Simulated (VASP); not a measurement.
# P in VASP: further runs

P is run at these levels: PBE+D3(BJ); tasks: single point.

All numbers are computed with VASP 6.6.1; they aren't measurements. Logs are shortened: lines on timing, memory, paths and dates and some standing lists are left out, and cuts for length are marked.

## Step 1: The cell of the first run

The cell holds a slab with vacuum, 2 atoms: a = 3.073 Å, b = 3.073 Å, c = 28.000 Å, α = 90.00°, β = 90.00°, γ = 120.00°.

## Step 2: Single point, PBE+D3(BJ)

The input, INCAR:

```
ALGO     = Normal         # electronic algorithm
DIPOL    = 0.5 0.5 0.500
EDIFF    = 1E-6           # SCF threshold, eV
ENCUT    = 520            # plane-wave cutoff, eV
GGA      = PE             # functional
IDIPOL   = 3            
ISIF     = 2              # what is computed and relaxed
ISMEAR   = 0              # smearing method
IVDW     = 12             # dispersion correction
LASPH    = T              # aspherical terms in the spheres
LCHARG   = F              # write CHGCAR
LDIPOL   = T            
LREAL    = F              # projectors in reciprocal space
LWAVE    = F              # write WAVECAR
NBANDS   = 12             # bands
NELM     = 60             # most SCF steps
PREC     = Accurate       # precision mode
SIGMA    = 0.02           # smearing width, eV
```

The input, KPOINTS:

```
k-points
0
Gamma
  9 9 1
```

The input, POSCAR:

```
P
1.0
    3.0730000000      0.0000000000      0.0000000000
   -1.5365000000      2.6612960658      0.0000000000
    0.0000000000      0.0000000000     28.0000000000
P
2
Direct
    0.3333333333      0.6666666667      0.5095357143
    0.6666666667      0.3333333333      0.4904642857
```

Potentials or basis: VASP PAW PBE potentials, release 64 (P).

Command:

```bash
$ cat potpaw_PBE.64/P/POTCAR > POTCAR
$ mpirun -np 1 vasp_std > vasp.out
```

OUTCAR:

```text
EDIFF = 1E-6
   ENCUT = 520
   GGA = PE
   ISIF = 2
   ISMEAR = 0
   IVDW = 12
   LASPH = T
   LREAL = F
   NELM = 60
   PREC = Accurate
 IVDW          = 12

 ion  position               nearest neighbor table
   1  0.333  0.667  0.510-   2 1.85   2 1.85   2 1.85
   2  0.667  0.333  0.490-   1 1.85   1 1.85   1 1.85

  LATTYP: Found a hexagonal cell.
 ALAT       =     3.0730000000
 C/A-ratio  =     9.1116173121

  Lattice vectors:

 A1 = (   3.0730000000,   0.0000000000,   0.0000000000)
 A2 = (  -1.5365000000,   2.6612960658,   0.0000000000)
 A3 = (   0.0000000000,   0.0000000000,  28.0000000000)

Analysis of symmetry for initial positions (statically):
=====================================================================
 Subroutine PRICEL returns:
 Original cell was already a primitive cell.

 Routine SETGRP: Setting up the symmetry group for a
 hexagonal supercell.

 Subroutine GETGRP returns: Found 12 space group operations
 (whereof 12 operations were pure point group operations)
 out of a pool of 24 trial point group operations.

The static configuration has the point symmetry D_3d.

Analysis of symmetry for dynamics (positions and initial velocities):
=====================================================================
 Subroutine PRICEL returns:
 Original cell was already a primitive cell.

 Routine SETGRP: Setting up the symmetry group for a
 hexagonal supercell.

 Subroutine GETGRP returns: Found 12 space group operations
 (whereof 12 operations were pure point group operations)
 out of a pool of 24 trial point group operations.

The dynamic configuration has the point symmetry D_3d.

 Subroutine INISYM returns: Found 12 space group operations
 (whereof 12 operations are pure point group operations),
 and found     1 'primitive' translations

----------------------------------------------------------------------------------------

                                     Primitive cell

  volume of cell :     228.9886

  direct lattice vectors                    reciprocal lattice vectors
     3.073000000  0.000000000  0.000000000     0.325414904  0.187878382  0.000000000
    -1.536500000  2.661296066  0.000000000     0.000000000  0.375756765  0.000000000
     0.000000000  0.000000000 28.000000000     0.000000000  0.000000000  0.035714286

  length of vectors
     3.073000000  3.073000000 28.000000000     0.375756765  0.375756765  0.035714286

  position of ions in fractional coordinates (direct lattice)
     0.333333333  0.666666667  0.509535714
     0.666666667  0.333333333  0.490464286

  ion indices of the primitive-cell ions
   primitive index   ion index
                 1           1
                 2           2

----------------------------------------------------------------------------------------

 KPOINTS: k-points

Automatic generation of k-mesh.
 Grid dimensions read from file:
 generate k-points for:    9    9    1

 Generating k-lattice:

  Cartesian coordinates                     Fractional coordinates (reciprocal lattice)
     0.036157212  0.020875376  0.000000000     0.111111111  0.000000000  0.000000000
     0.000000000  0.041750752  0.000000000     0.000000000  0.111111111  0.000000000
     0.000000000  0.000000000  0.035714286     0.000000000  0.000000000  1.000000000

  Length of vectors
     0.041750752  0.041750752  0.035714286

  Shift w.r.t. Gamma in fractional coordinates (k-lattice)
     0.000000000  0.000000000  0.000000000

 Subroutine IBZKPT returns following result:
 ===========================================

 Found     12 irreducible k-points:

 Following reciprocal coordinates:
            Coordinates               Weight
  0.000000  0.000000  0.000000      1.000000
  0.111111  0.000000  0.000000      6.000000
  0.222222  0.000000  0.000000      6.000000
  0.333333  0.000000  0.000000      6.000000
  0.444444  0.000000  0.000000      6.000000
  0.111111  0.111111  0.000000      6.000000
  0.222222  0.111111  0.000000     12.000000
  0.333333  0.111111  0.000000     12.000000
  0.444444  0.111111  0.000000      6.000000
  0.222222  0.222222  0.000000      6.000000
  0.333333  0.222222  0.000000     12.000000
  0.333333  0.333333  0.000000      2.000000
   k-points           NKPTS =     12   k-points in BZ     NKDIM =     12   number of bands    NBANDS=     12
   number of dos      NEDOS =    301   number of ions     NIONS =      2
   total plane-waves  NPLWV = 120960
   dimension x,y,z NGX =    24 NGY =   24 NGZ =  210
   dimension x,y,z NGXF=    48 NGYF=   48 NGZF=  420
   ions per type =               2
   NGX,Y,Z   is equivalent  to a cutoff of  12.98, 12.98, 12.47 a.u.
   NGXF,Y,Z  is equivalent  to a cutoff of  25.97, 25.97, 24.94 a.u.
 SYSTEM =  unknown system
   PREC   = accura    normal or accurate (medium, high low for compatibility)
   ISTART =      0    job   : 0-new  1-cont  2-samecut
   ICHARG =      2    charge: 1-file 2-atom 10-const
   ISPIN  =      1    spin polarized calculation?
   LNONCOLLINEAR =      F non collinear calculations
   LSORBIT =      F    spin-orbit coupling
   LASPH  =      T    aspherical Exc in radial PAW
   ENCUT  =  520.0 eV  38.22 Ry    6.18 a.u.   5.71  5.71 52.06*2*pi/ulx,y,z
   NELM   =     60;   NELMIN=  2; NELMDL= -5     # of ELM steps
   EDIFF  = 0.1E-05   stopping-criterion for ELM
   LREAL  =      F    real-space projection
   EDIFFG = 0.1E-04   stopping-criterion for IOM
   NSW    =      0    number of steps for IOM
   IBRION =     -1    ionic relax: 0-MD 1-quasi-New 2-CG
   NFREE  =      0    steps in history (QN), initial steepest desc. (CG)
   ISIF   =      2    stress and relaxation
   ISYM   =      2    0-nonsym 1-usesym 2-fastsym
   POTIM  = 0.5000    time-step for ionic-motion
   TEBEG  =    0.0;   TEEND  =   0.0 temperature during run
   PSTRESS=    0.0 pullay stress
   NELECT =      10.0000    total number of electrons
   NUPDOWN=      -1.0000    fix difference up-down
   EMIN   =  10.00;   EMAX   =-10.00  energy-range for DOS
   EFERMI =   0.00;   METHOD = LEGACY
   ISMEAR =     0;   SIGMA  =   0.02  broadening in eV -4-tet -1-fermi 0-gaus
   EFERMI_NEDOS =   21; number of points for ismear=-14 and -15
   IALGO  =     38    algorithm
   IMIX   =      4    mixing-type and parameters
     AMIX     =   0.40;   BMIX     =  1.00
     AMIX_MAG =   1.60;   BMIX_MAG =  1.00
  volume/ion in A,a.u.               =     114.49       772.65
  Fermi-wavevector in a.u.,A,eV,Ry     =   0.576506  1.089438  4.522016  0.332359
  Thomas-Fermi vector in A             =   1.619033
   LORBIT       =      0    0 simple, 1 ext, 2 COOP (PROOUT), +10 PAW based schemes
   GGA     = PE    functional components
   LHFCALC =     F    Hartree Fock is set to
   AEXX    =    0.0000 exact exchange contribution
   IVDW    =    12    specifies the selected vdW correction
   LEPSILON=     F    determine dielectric tensor
   LRPA    =     F    only Hartree local field effects (RPA)
 non-spin polarized calculation
 Gauss-broadening in eV      SIGMA  =   0.02
  energy-cutoff  :      520.00
  volume of cell :      228.99
 maximum number of plane-waves:      6199
 NGX is ok and might be reduce to    24
   NGX = 11   NGY = 11   NGZ =105

 number of electron      10.0000000 magnetization

 number of electron       9.9999997 magnetization

 dipolmoment           0.000000      0.000000     -0.000000 electrons x Angstroem

 Free energy of the ion-electron system (eV)
  ---------------------------------------------------
  ext. energy  EPLUGINS =         0.00000000
  ---------------------------------------------------
  free energy    TOTEN  =        -6.04813440 eV

  energy without entropy =       -6.04594808  energy(sigma->0) =       -6.04704124

 E-fermi :  -2.1237     XC(G=0):  -1.8502

 val. band max:       -2.2684693306   @ k =   0.4444   0.1111   0.0000
 cond. band min:      -2.1235300155   @ k =   0.1111   0.0000   0.0000
 fundamental gap:      0.1449393152
 Fermi energy:        -2.1237003644

 k-point     1 :       0.0000    0.0000    0.0000
  band No.  band energies     occupation
      1     -21.4254      2.00000
      2     -10.3563      2.00000
      3      -7.0636      2.00000
      4      -7.0636      2.00000
      5      -2.2705      2.00000
      6      -1.3359      0.00000
      7      -1.3359      0.00000
      8       0.5407      0.00000
      9       1.3525      0.00000
     10       1.6310      0.00000
     11       1.9583      0.00000
     12       2.1326      0.00000

 k-point     2 :       0.1111    0.0000    0.0000
  band No.  band energies     occupation
      1     -21.1953      2.00000
      2     -10.1340      2.00000
      3      -8.2800      2.00000
      4      -7.4792      2.00000
      5      -2.1235      0.99039
      6      -1.6017      0.00000
      7      -0.4903      0.00000
      8       1.1599      0.00000
      9       1.8605      0.00000
     10       1.9496      0.00000
     11       2.1898      0.00000
     12       2.4294      0.00000

 k-point     3 :       0.2222    0.0000    0.0000
  band No.  band energies     occupation
      1     -20.5123      2.00000
      2     -10.6849      2.00000
      3      -9.4662      2.00000
      4      -8.2615      2.00000
      5      -2.4401      2.00000
      6      -1.8323      0.00000
      7       1.5336      0.00000
      8       1.5497      0.00000
      9       2.1091      0.00000
     10       2.7693      0.00000
     11       3.1043      0.00000
     12       3.1557      0.00000

 k-point     4 :       0.3333    0.0000    0.0000
  band No.  band energies     occupation
      1     -19.4086      2.00000
      2     -13.1695      2.00000
      3      -8.9167      2.00000
      4      -8.4058      2.00000
      5      -3.1871      2.00000
      6      -2.6037      2.00000
      7       0.9929      0.00000
      8       3.4025      0.00000
      9       3.7412      0.00000
     10       4.0100      0.00000
     11       4.3247      0.00000
     12       4.4441      0.00000

 k-point     5 :       0.4444    0.0000    0.0000
  band No.  band energies     occupation
      1     -18.0527      2.00000
      2     -15.2626      2.00000
      3      -9.2696      2.00000
      4      -7.1379      2.00000
      5      -4.3060      2.00000
      6      -3.5568      2.00000
      7       1.8895      0.00000
      8       3.8391      0.00000
      9       4.2360      0.00000
     10       5.1854      0.00000
     11       5.8479      0.00000
     12       6.1338      0.00000
[... 48 lines left out ...]
      1     -17.5052      2.00000
      2     -15.6579      2.00000
      3     -10.3292      2.00000
      4      -6.6450      2.00000
      5      -4.6641      2.00000
      6      -2.2685      2.00000
      7       1.5653      0.00000
      8       3.3246      0.00000
      9       4.0342      0.00000
     10       6.4704      0.00000
     11       6.5482      0.00000
     12       7.0912      0.00000

 k-point    10 :       0.2222    0.2222    0.0000
  band No.  band energies     occupation
      1     -18.7577      2.00000
      2     -13.4645      2.00000
      3     -11.0560      2.00000
      4      -7.7808      2.00000
      5      -2.9938      2.00000
      6       0.1285      0.00000
      7       1.1889      0.00000
      8       1.7574      0.00000
      9       2.0421      0.00000
     10       4.2832      0.00000
     11       4.8192      0.00000
     12       5.1759      0.00000

 k-point    11 :       0.3333    0.2222    0.0000
  band No.  band energies     occupation
      1     -17.3988      2.00000
      2     -15.1273      2.00000
      3     -11.8572      2.00000
      4      -6.5105      2.00000
      5      -4.3477      2.00000
      6       0.2711      0.00000
      7       0.4103      0.00000
      8       3.0442      0.00000
      9       3.9979      0.00000
     10       5.7808      0.00000
     11       6.0942      0.00000
     12       6.6252      0.00000

 k-point    12 :       0.3333    0.3333    0.0000
  band No.  band energies     occupation
      1     -16.1278      2.00000
      2     -16.1278      2.00000
      3     -12.6684      2.00000
      4      -5.3353      2.00000
      5      -5.3353      2.00000
      6      -0.4606      0.00000
      7       2.2373      0.00000
      8       3.9619      0.00000
      9       3.9619      0.00000
     10       5.8404      0.00000
     11       5.8404      0.00000
     12       6.8450      0.00000

------------------------ aborting loop because EDIFF is reached ----------------------------------------

 vacuum level on the upper side and lower side of the slab       (xc-potential included)        -0.007        -0.007

 Edisp (eV)   -0.49784

 E8    (eV) :    -0.2027

  FORCE on cell =-STRESS in cart. coord.  units (eV):
  Direction    XX          YY          ZZ          XY          YZ          ZX
  --------------------------------------------------------------------------------------
  -------------------------------------------------------------------------------------
  Total      21.44245    21.44245     3.87821     0.00000    -0.00000     0.00000
  in kB     150.02759   150.02759    27.13491     0.00000    -0.00000     0.00000
  external pressure =      109.06 kB  Pullay stress =        0.00 kB

 VOLUME and BASIS-vectors are now :
 -----------------------------------------------------------------------------
  energy-cutoff  :      520.00
  volume of cell :      228.99
      direct lattice vectors                 reciprocal lattice vectors
     3.073000000  0.000000000  0.000000000     0.325414904  0.187878382  0.000000000
    -1.536500000  2.661296066  0.000000000     0.000000000  0.375756765  0.000000000
     0.000000000  0.000000000 28.000000000     0.000000000  0.000000000  0.035714286

 POSITION                                       TOTAL-FORCE (eV/Angst)
 -----------------------------------------------------------------------------------
     -0.00000      1.77420     14.26700        -0.000000      0.000000      7.284678
      1.53650      0.88710     13.73300         0.000000     -0.000000     -7.284678
 -----------------------------------------------------------------------------------
    total drift:                               -0.000000      0.000000      0.000000

  FREE ENERGIE OF THE ION-ELECTRON SYSTEM (eV)
  ---------------------------------------------------
  free  energy   TOTEN  =        -6.5459743987 eV

  energy  without entropy=       -6.5437880824  energy(sigma->0) =       -6.54488124

 vacuum level on the upper side and lower side of the slab         1.755         1.755
```

Run time: 42 s. Hardware: 1 thread of Intel Xeon Platinum 8559C (Emerald Rapids), shared host; peak memory 0.33 GiB.

Results:

```yaml
Free_energy: -6.5460 eV
Largest_force: 7.285 eV/Å
Band_gap_on_the_k_mesh: zero (band 5 reaches -1.91 eV, above the bottom of band 6 at -3.56 eV)
Dispersion_energy_per_atom: -0.249 eV
```

Forces on the atoms (eV/Å):
```
P    0.000  0.000  7.285
P    0.000  0.000 -7.285
```

## Step 3: Single point, PBE+D3(BJ)

The input, INCAR:

```
PREC     = Accurate       # precision mode
ENCUT    = 520            # plane-wave cutoff, eV
EDIFF    = 1E-6           # SCF threshold, eV
ISMEAR   = 0              # smearing method
SIGMA    = 0.02           # smearing width, eV
LREAL    = F              # projectors in reciprocal space
LASPH    = T              # aspherical terms in the spheres
NELM     = 100            # most SCF steps
ALGO     = Normal         # electronic algorithm
ISIF     = 2              # what is computed and relaxed
LWAVE    = F              # write WAVECAR
LCHARG   = T              # write CHGCAR
LDIPOL   = T            
IDIPOL   = 3            
DIPOL    = 0.5 0.5 0.500
GGA      = PE             # functional
IVDW     = 12             # dispersion correction
LELF     = T              # ELF
LVHAR    = T            
LVACPOTAV= T            
NBANDS   = 12             # bands
```

The input, KPOINTS:

```
Automatic mesh
0
Gamma
  9 9 1
```

The input, POSCAR:

```
P
1.0
    3.0730000000      0.0000000000      0.0000000000
   -1.5365000000      2.6612960658      0.0000000000
    0.0000000000      0.0000000000     28.0000000000
P
2
Direct
    0.3333333333      0.6666666667      0.5190535714
    0.6666666667      0.3333333333      0.4809464286
```

Potentials or basis: VASP PAW PBE potentials, release 64 (P).

Command:

```bash
$ cat potpaw_PBE.64/P/POTCAR > POTCAR
$ mpirun -np 1 vasp_std > vasp.out
```

Wall time 36 s (1 thread of Intel Xeon Platinum 8559C (Emerald Rapids), shared host); peak memory 0.32 GiB.

It converged, with:

- Free energy: -10.4989 eV
- Largest force: 4.557 eV/Å
- Band gap on the k mesh: 1.21 eV, indirect (least direct gap 1.70 eV)
- Dispersion energy per atom: -0.243 eV

Forces on the atoms (eV/Å):
```
P    0.000  0.000  4.557
P    0.000  0.000 -4.557
```

Levels at points of the mesh, in eV from the valence-band top:
```csv
k point,band 2,band 3,band 4,band 5,band 6,band 7,band 8,band 9
"(0.00, 0.00, 0.00)",-7.10,-0.98,-0.98,-0.64,3.68,3.68,4.52,5.32
```

## Step 4: Single point, PBE+D3(BJ)

The input, INCAR:

```
  PREC = Accurate
  ENCUT = 520
  EDIFF = 1E-6
  ISMEAR = 0
  SIGMA = 0.02
  LREAL = False
  LASPH = True
  NELM = 60
  ALGO = Normal
  ISIF = 2
  LWAVE = False
  LCHARG = False
  LDIPOL = True
  IDIPOL = 3
  DIPOL = 0.5 0.5 0.500
  GGA = PE
  IVDW = 12
  NBANDS = 12
```

KPOINTS is that of step 3.

The input, POSCAR:

```
P
1.0
    3.0730000000      0.0000000000      0.0000000000
   -1.5365000000      2.6612960658      0.0000000000
    0.0000000000      0.0000000000     28.0000000000
P
2
Direct
    0.3333333333      0.6666666667      0.5285892857
    0.6666666667      0.3333333333      0.4714107143
```

Command:

```bash
$ cat potpaw_PBE.64/P/POTCAR > POTCAR
$ mpirun -np 1 vasp_std > vasp.out
```

It took 37 s on 1 thread of Intel Xeon Platinum 8559C (Emerald Rapids), shared host; peak memory 0.32 GiB.

Results (log left out):

* Free energy: -10.2854 eV
* Largest force: 3.352 eV/Å
* Band gap on the k mesh: zero (band 5 reaches -1.38 eV, above the bottom of band 6 at -3.03 eV)
* Dispersion energy per atom: -0.233 eV

Forces on the atoms (eV/Å):
```
P    0.000  0.000 -3.352
P    0.000  0.000  3.352
```

Levels at points of the mesh, in eV from the Fermi level:
```tsv
k point	band 1	band 2	band 3	band 4	band 5	band 6	band 7	band 8	band 9	band 10
(0.00, 0.00, 0.00)	-15.24	-9.45	-3.56	0.94	0.94	2.61	3.79	3.79	3.81	4.21
```
